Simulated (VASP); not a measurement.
# Cs (P6_3/mmc) in VASP: a series of runs

Cs is run at these levels: PBEsol+D4; tasks: single point, relaxation of volume and atoms at fixed shape.

Everything below comes from runs of VASP 6.6.1. Logs are shortened: lines on timing, memory, paths and dates and some standing lists are left out, and cuts for length are marked.

## (1) The cell of the first run

It takes space group P6_3/mmc (No. 194, hexagonal). The conventional cell has a = 5.275 Å, b = 5.275 Å, c = 8.773 Å, α = 90.00°, β = 90.00°, γ = 120.00°.

## (2) Single point, PBEsol+D4

Input file INCAR:

```
SYSTEM = Cs
ALGO = Normal
EDIFF = 1E-6
ENCUT = 520
GGA = PS
ISIF = 2
ISMEAR = 1
IVDW = 13
LASPH = .TRUE.
LCHARG = .FALSE.
LREAL = .FALSE.
LWAVE = .FALSE.
NBANDS = 16
NELM = 60
PREC = Accurate
SIGMA = 0.05
```

Input file KPOINTS:

```
k-points
0
G
  3 3 2
  0 0 0
```

Input file POSCAR:

```
Cs
1.0
    5.2746597416      0.0000000000      0.0000000000
   -2.6373298708      4.5679893326      0.0000000000
    0.0000000000      0.0000000000      8.7733819309
Cs
2
Direct
    0.3333333333      0.6666666667      0.2500000000
    0.6666666667      0.3333333333      0.7500000000
```

Potentials or basis: VASP PAW PBE potentials, release 64 (Cs_sv).

Run with:

```console
cat potpaw_PBE.64/Cs_sv/POTCAR > POTCAR
mpirun -np 1 vasp_std > vasp.out
```

OUTCAR:

```text
SYSTEM = Cs
   EDIFF = 1E-6
   ENCUT = 520
   GGA = PS
   ISIF = 2
   ISMEAR = 1
   IVDW = 13
   LASPH = .TRUE.
   LREAL = .FALSE.
   NELM = 60
   PREC = Accurate

 ion  position               nearest neighbor table
   1  0.333  0.667  0.250-
   2  0.667  0.333  0.750-

  LATTYP: Found a hexagonal cell.
 ALAT       =     5.2746597416
 C/A-ratio  =     1.6633076560

  Lattice vectors:

 A1 = (   5.2746597416,   0.0000000000,   0.0000000000)
 A2 = (  -2.6373298708,   4.5679893326,   0.0000000000)
 A3 = (   0.0000000000,   0.0000000000,   8.7733819309)

Analysis of symmetry for initial positions (statically):
=====================================================================
 Subroutine PRICEL returns:
 Original cell was already a primitive cell.

 Routine SETGRP: Setting up the symmetry group for a
 hexagonal supercell.

 Subroutine GETGRP returns: Found 24 space group operations
 (whereof 12 operations were pure point group operations)
 out of a pool of 24 trial point group operations.

The static configuration has the point symmetry D_3d.
 The point group associated with its full space group is D_6h.

Analysis of symmetry for dynamics (positions and initial velocities):
=====================================================================
 Subroutine PRICEL returns:
 Original cell was already a primitive cell.

 Routine SETGRP: Setting up the symmetry group for a
 hexagonal supercell.

 Subroutine GETGRP returns: Found 24 space group operations
 (whereof 12 operations were pure point group operations)
 out of a pool of 24 trial point group operations.

The dynamic configuration has the point symmetry D_3d.
 The point group associated with its full space group is D_6h.

 Subroutine INISYM returns: Found 24 space group operations
 (whereof 12 operations are pure point group operations),
 and found     1 'primitive' translations

----------------------------------------------------------------------------------------

                                     Primitive cell

  volume of cell :     211.3910

  direct lattice vectors                    reciprocal lattice vectors
     5.274659742  0.000000000  0.000000000     0.189585689  0.109457348  0.000000000
    -2.637329871  4.567989333  0.000000000     0.000000000  0.218914697  0.000000000
     0.000000000  0.000000000  8.773381931     0.000000000  0.000000000  0.113981132

  length of vectors
     5.274659742  5.274659742  8.773381931     0.218914697  0.218914697  0.113981132

  position of ions in fractional coordinates (direct lattice)
     0.333333333  0.666666667  0.250000000
     0.666666667  0.333333333  0.750000000

  ion indices of the primitive-cell ions
   primitive index   ion index
                 1           1
                 2           2

----------------------------------------------------------------------------------------

 KPOINTS: k-points

Automatic generation of k-mesh.
 Grid dimensions read from file:
 generate k-points for:    3    3    2

 Generating k-lattice:

  Cartesian coordinates                     Fractional coordinates (reciprocal lattice)
     0.063195230  0.036485783  0.000000000     0.333333333  0.000000000  0.000000000
     0.000000000  0.072971566  0.000000000     0.000000000  0.333333333  0.000000000
     0.000000000  0.000000000  0.056990566     0.000000000  0.000000000  0.500000000

  Length of vectors
     0.072971566  0.072971566  0.056990566

  Shift w.r.t. Gamma in fractional coordinates (k-lattice)
     0.000000000  0.000000000  0.000000000

 Subroutine IBZKPT returns following result:
 ===========================================

 Found      6 irreducible k-points:

 Following reciprocal coordinates:
            Coordinates               Weight
  0.000000  0.000000  0.000000      1.000000
  0.333333  0.000000  0.000000      6.000000
  0.333333  0.333333  0.000000      2.000000
  0.000000  0.000000  0.500000      1.000000
  0.333333  0.000000  0.500000      6.000000
  0.333333  0.333333  0.500000      2.000000
   k-points           NKPTS =      6   k-points in BZ     NKDIM =      6   number of bands    NBANDS=     16
   number of dos      NEDOS =    301   number of ions     NIONS =      2
   total plane-waves  NPLWV = 112000
   dimension x,y,z NGX =    40 NGY =   40 NGZ =   70
   dimension x,y,z NGXF=    80 NGYF=   80 NGZF=  140
   ions per type =               2
   NGX,Y,Z   is equivalent  to a cutoff of  12.61, 12.61, 13.26 a.u.
   NGXF,Y,Z  is equivalent  to a cutoff of  25.21, 25.21, 26.53 a.u.
 SYSTEM =  Cs
   PREC   = accura    normal or accurate (medium, high low for compatibility)
   ISTART =      0    job   : 0-new  1-cont  2-samecut
   ICHARG =      2    charge: 1-file 2-atom 10-const
   ISPIN  =      1    spin polarized calculation?
   LNONCOLLINEAR =      F non collinear calculations
   LSORBIT =      F    spin-orbit coupling
   LASPH  =      T    aspherical Exc in radial PAW
   ENCUT  =  520.0 eV  38.22 Ry    6.18 a.u.   9.81  9.81 16.31*2*pi/ulx,y,z
   NELM   =     60;   NELMIN=  2; NELMDL= -5     # of ELM steps
   EDIFF  = 0.1E-05   stopping-criterion for ELM
   LREAL  =      F    real-space projection
   EDIFFG = 0.1E-04   stopping-criterion for IOM
   NSW    =      0    number of steps for IOM
   IBRION =     -1    ionic relax: 0-MD 1-quasi-New 2-CG
   NFREE  =      0    steps in history (QN), initial steepest desc. (CG)
   ISIF   =      2    stress and relaxation
   ISYM   =      2    0-nonsym 1-usesym 2-fastsym
   POTIM  = 0.5000    time-step for ionic-motion
   TEBEG  =    0.0;   TEEND  =   0.0 temperature during run
   PSTRESS=    0.0 pullay stress
   NELECT =      18.0000    total number of electrons
   NUPDOWN=      -1.0000    fix difference up-down
   EMIN   =  10.00;   EMAX   =-10.00  energy-range for DOS
   EFERMI =   0.00;   METHOD = LEGACY
   ISMEAR =     1;   SIGMA  =   0.05  broadening in eV -4-tet -1-fermi 0-gaus
   EFERMI_NEDOS =   21; number of points for ismear=-14 and -15
   IALGO  =     38    algorithm
   IMIX   =      4    mixing-type and parameters
     AMIX     =   0.40;   BMIX     =  1.00
     AMIX_MAG =   1.60;   BMIX_MAG =  1.00
  volume/ion in A,a.u.               =     105.70       713.27
  Fermi-wavevector in a.u.,A,eV,Ry     =   0.720228  1.361034  7.057733  0.518729
  Thomas-Fermi vector in A             =   1.809627
   LORBIT       =      0    0 simple, 1 ext, 2 COOP (PROOUT), +10 PAW based schemes
   GGA     = PS    functional components
   LHFCALC =     F    Hartree Fock is set to
   AEXX    =    0.0000 exact exchange contribution
   IVDW    =    13    specifies the selected vdW correction
   LEPSILON=     F    determine dielectric tensor
   LRPA    =     F    only Hartree local field effects (RPA)
 non-spin polarized calculation
 Methfessel and Paxton  Order N= 1 SIGMA  =   0.05
  energy-cutoff  :      520.00
  volume of cell :      211.39
 maximum number of plane-waves:      5706
 NGX is ok and might be reduce to    40
   NGX = 19   NGY = 19   NGZ = 33

 number of electron      17.9999997 magnetization

 Free energy of the ion-electron system (eV)
  ---------------------------------------------------
  ext. energy  EPLUGINS =         0.00000000
  ---------------------------------------------------
  free energy    TOTEN  =        -1.91579728 eV

  energy without entropy =       -1.90892068  energy(sigma->0) =       -1.91350508

 E-fermi :   0.3247     XC(G=0):  -5.7018

 val. band max:        0.3091202447   @ k =   0.3333   0.0000   0.5000
 cond. band min:       0.4904436971   @ k =   0.0000   0.0000   0.0000
 fundamental gap:      0.1813234524
 Fermi energy:         0.3246974772

 k-point     1 :       0.0000    0.0000    0.0000
  band No.  band energies     occupation
      1     -23.2154      2.00000
      2     -23.2071      2.00000
      3     -10.0935      2.00000
      4      -9.9444      2.00000
      5      -9.9444      2.00000
      6      -9.9223      2.00000
      7      -9.9223      2.00000
      8      -9.9186      2.00000
      9      -1.1862      2.00000
     10       0.4904     -0.00003
     11       1.3833      0.00000
     12       2.9838      0.00000
     13       3.0438      0.00000
     14       3.0438      0.00000
     15       3.3683      0.00000
     16       3.3683      0.00000

 k-point     2 :       0.3333    0.0000    0.0000
  band No.  band energies     occupation
      1     -23.2087      2.00000
      2     -23.2039      2.00000
      3     -10.0567      2.00000
      4     -10.0405      2.00000
      5     -10.0326      2.00000
      6      -9.9768      2.00000
      7      -9.9423      2.00000
      8      -9.9405      2.00000
      9      -0.1727      2.00000
     10       1.3045     -0.00000
     11       1.3388      0.00000
     12       1.7197      0.00000
     13       2.4577      0.00000
     14       2.5514      0.00000
     15       3.1187      0.00000
     16       3.9001      0.00000

 k-point     3 :       0.3333    0.3333    0.0000
  band No.  band energies     occupation
      1     -23.2038      2.00000
      2     -23.2038      2.00000
      3     -10.0606      2.00000
      4     -10.0369      2.00000
      5     -10.0369      2.00000
      6     -10.0105      2.00000
      7      -9.9827      2.00000
      8      -9.9827      2.00000
      9       1.2374     -0.00000
     10       1.2374     -0.00000
     11       1.2697     -0.00000
     12       1.4910      0.00000
     13       2.2838      0.00000
     14       2.2838      0.00000
     15       2.8056      0.00000
     16       3.7551      0.00000

 k-point     4 :       0.0000    0.0000    0.5000
  band No.  band energies     occupation
      1     -23.2113      2.00000
      2     -23.2113      2.00000
      3     -10.0080      2.00000
      4     -10.0080      2.00000
      5      -9.9334      2.00000
      6      -9.9334      2.00000
      7      -9.9334      2.00000
      8      -9.9334      2.00000
      9      -0.5408      2.00000
     10      -0.5408      2.00000
     11       2.2014      0.00000
     12       2.2014      0.00000
     13       3.0599      0.00000
     14       3.0599      0.00000
     15       3.0599      0.00000
     16       3.0599      0.00000

 k-point     5 :       0.3333    0.0000    0.5000
  band No.  band energies     occupation
      1     -23.2063      2.00000
      2     -23.2063      2.00000
      3     -10.0665      2.00000
      4     -10.0665      2.00000
      5      -9.9686      2.00000
      6      -9.9686      2.00000
      7      -9.9596      2.00000
      8      -9.9596      2.00000
      9       0.3091      1.50000
     10       0.3091      1.50000
     11       1.8444      0.00000
     12       1.8444      0.00000
     13       2.3648      0.00000
     14       2.3648      0.00000
     15       3.5240      0.00000
     16       3.5240      0.00000

 k-point     6 :       0.3333    0.3333    0.5000
  band No.  band energies     occupation
      1     -23.2038      2.00000
      2     -23.2038      2.00000
      3     -10.0650      2.00000
      4     -10.0650      2.00000
      5     -10.0357      2.00000
      6     -10.0357      2.00000
      7      -9.9536      2.00000
      8      -9.9536      2.00000
      9       1.3892      0.00000
     10       1.3892      0.00000
     11       1.4730      0.00000
     12       1.4730      0.00000
     13       1.7392      0.00000
     14       1.7392      0.00000
     15       3.3677      0.00000
     16       3.3677      0.00000

------------------------ aborting loop because EDIFF is reached ----------------------------------------

  DFT-D4 for vdW energy calculation

  Edisp (eV):   -0.05035

  FORCE on cell =-STRESS in cart. coord.  units (eV):
  Direction    XX          YY          ZZ          XY          YZ          ZX
  --------------------------------------------------------------------------------------
  -------------------------------------------------------------------------------------
  Total       0.05546     0.05546    -0.14469     0.00000     0.00000     0.00000
  in kB       0.42035     0.42035    -1.09666     0.00000     0.00000     0.00000
  external pressure =       -0.09 kB  Pullay stress =        0.00 kB

 VOLUME and BASIS-vectors are now :
 -----------------------------------------------------------------------------
  energy-cutoff  :      520.00
  volume of cell :      211.39
      direct lattice vectors                 reciprocal lattice vectors
     5.274659742  0.000000000  0.000000000     0.189585689  0.109457348  0.000000000
    -2.637329871  4.567989333  0.000000000     0.000000000  0.218914697  0.000000000
     0.000000000  0.000000000  8.773381931     0.000000000  0.000000000  0.113981132

 POSITION                                       TOTAL-FORCE (eV/Angst)
 -----------------------------------------------------------------------------------
     -0.00000      3.04533      2.19335         0.000000      0.000000      0.000000
      2.63733      1.52266      6.58004        -0.000000      0.000000      0.000000
 -----------------------------------------------------------------------------------
    total drift:                                0.000000     -0.000000      0.000000

  FREE ENERGIE OF THE ION-ELECTRON SYSTEM (eV)
  ---------------------------------------------------
  free  energy   TOTEN  =        -1.9661455645 eV

  energy  without entropy=       -1.9592689618  energy(sigma->0) =       -1.96385336
```

Run time: 10 s. Hardware: 1 thread of Intel Xeon 6975P-C (Granite Rapids), shared host; peak memory 0.3 GiB.

Results:

```yaml
Free_energy: -1.9661 eV
Pressure: 0.0 GPa
Band_gap_on_the_k_mesh: zero (band 9 reaches 1.39 eV, above the bottom of band 10 at -0.54 eV)
Dispersion_energy_per_atom: -0.025 eV
```

Caveat: the k points lie up to 0.46 Å⁻¹ apart; the PAW data sets were made with another functional, which shifts forces and pressure a little; spin-orbit coupling is left out, which moves the levels of the heavy elements; pairwise dispersion overbinds metals, which lowers pressure and volume.

## (3) Relaxation of volume and atoms at fixed shape, PBEsol+D4

This run uses another cell than the first one, of 124.22 Å³/atom, 1.175 times its volume.

Input file INCAR:

```
  PREC = Accurate
  ENCUT = 600
  EDIFF = 1E-6
  ISMEAR = 1
  SIGMA = 0.05
  LREAL = False
  LASPH = True
  NELM = 100
  ALGO = Normal
  ISIF = 8
  LWAVE = False
  LCHARG = False
  GGA = PS
  IVDW = 13
  IBRION = 2
  NSW = 60
  EDIFFG = -0.01
```

Input file KPOINTS:

```
Automatic mesh
0
Gamma
  3 3 2
```

Input file POSCAR:

```
Cs
1.0
    5.5663060000      0.0000000000      0.0000000000
   -2.7831530000      4.8205620000      0.0000000000
    0.0000000000      0.0000000000      9.2584790000
Cs
2
Direct
    0.3333333333      0.6666666667      0.2500000000
    0.6666666667      0.3333333333      0.7500000000
```

Potentials or basis: VASP PAW PBE potentials, release 64 (Cs_sv).

Run with:

```console
cat potpaw_PBE.64/Cs_sv/POTCAR > POTCAR
mpirun -np 1 vasp_std > vasp.out
```

Wall time 51 s (1 thread of Intel Xeon 6975P-C (Granite Rapids), shared host); peak memory 0.44 GiB.

It converged, with:

```yaml
Free_energy: -1.9670 eV
Relaxed_volume: 105.42 Å³/atom
Relaxed_cell: a = 5.270 Å, b = 5.270 Å, c = 8.766 Å, α = 90.00°, β = 90.00°, γ = 120.00°
Space_group_after_relaxing_to_0.05_Å: P6_3/mmc (No. 194)
Energy_gained_by_relaxing: 4.9 meV/atom
Ionic_steps: 4
Pressure_after_relaxing: 0.0 GPa
Band_gap_on_the_k_mesh: zero (band 9 reaches 1.40 eV, above the bottom of band 10 at -0.53 eV)
Dispersion_energy_per_atom: -0.025 eV
```

Stress tensor (GPa, compression positive):
```
 0.05  0.00  0.00
 0.00  0.05  0.00
 0.00  0.00 -0.10
```

Step by step:
```
step  energy change (eV)  largest force (eV/Å)  pressure (GPa)  volume (Å³)
   1              0.0000                0.0000           -0.28       248.43
   2             -0.0125                0.0000           -0.24       240.68
   3             -0.0083                0.0000           -0.07       218.40
   4             -0.0097                0.0000            0.00       210.84
```

Final structure:
```
Cs
1.0
     5.27006    0.00000    0.00000
    -2.63503    4.56401    0.00000
     0.00000    0.00000    8.76573
Cs
2
Direct
  0.33333 0.66667 0.25000
  0.66667 0.33333 0.75000
```

Levels at points of the mesh, in eV from the Fermi level:
```
           k point  band 6  band 7  band 8  band 9  band 10  band 11  band 12  band 13
(0.00, 0.00, 0.00)  -10.25  -10.25  -10.24   -1.51     0.16     1.06     2.66     2.72
(0.00, 0.00, 0.50)  -10.26  -10.26  -10.26   -0.87    -0.87     1.88     1.88     2.74
```

Caveat: the k points lie up to 0.46 Å⁻¹ apart in the final cell; the volume moved by over 15 % at a fixed basis, so the end points are rough; the PAW data sets were made with another functional, which shifts forces and pressure a little; spin-orbit coupling is left out, which moves the levels of the heavy elements; pairwise dispersion overbinds metals, which lowers pressure and volume.
